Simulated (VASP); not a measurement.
A run of VASP 6.6.1:

The input INCAR:

```
SYSTEM = ZnSb3
PREC = Accurate
ENCUT = 520
EDIFF = 1E-6
ISMEAR = 0
SIGMA = 0.1
LREAL = .FALSE.
LASPH = .TRUE.
NELM = 60
ALGO = Normal
ISIF = 2
LWAVE = .FALSE.
LCHARG = .FALSE.
GGA = PE
NBANDS = 22
```

The input KPOINTS:

```
Automatic mesh
0
G
  14 14 14
  0 0 0
```

The input POSCAR:

```
ZnSb3
1.0
   -2.6115474479      2.6115474479      3.6949517901
    2.6115474479     -2.6115474479      3.6949517901
    2.6115474479      2.6115474479     -3.6949517901
Zn Sb
1 3
Direct
    0.0000000000      0.0000000000      0.0000000000
    0.5000000000      0.5000000000      0.0000000000
    0.2500000000      0.7500000000      0.5000000000
    0.7500000000      0.2500000000      0.5000000000
```

Potentials or basis: VASP PAW PBE potentials, release 64 (Zn, Sb).

Command:

```sh
$ cat potpaw_PBE.64/Zn/POTCAR potpaw_PBE.64/Sb/POTCAR > POTCAR
$ mpirun -np 1 vasp_std > vasp.out
```

Hardware: 1 thread of AMD EPYC 7R13 Processor (Zen 3) (shared host).

**Question.** How long does it take, and how much memory?

**Answer.** Run time: 21 min on 1 thread of AMD EPYC 7R13 Processor (Zen 3) (shared host), peak memory 0.58 GiB. Counts: scf iterations 12, k points 244.
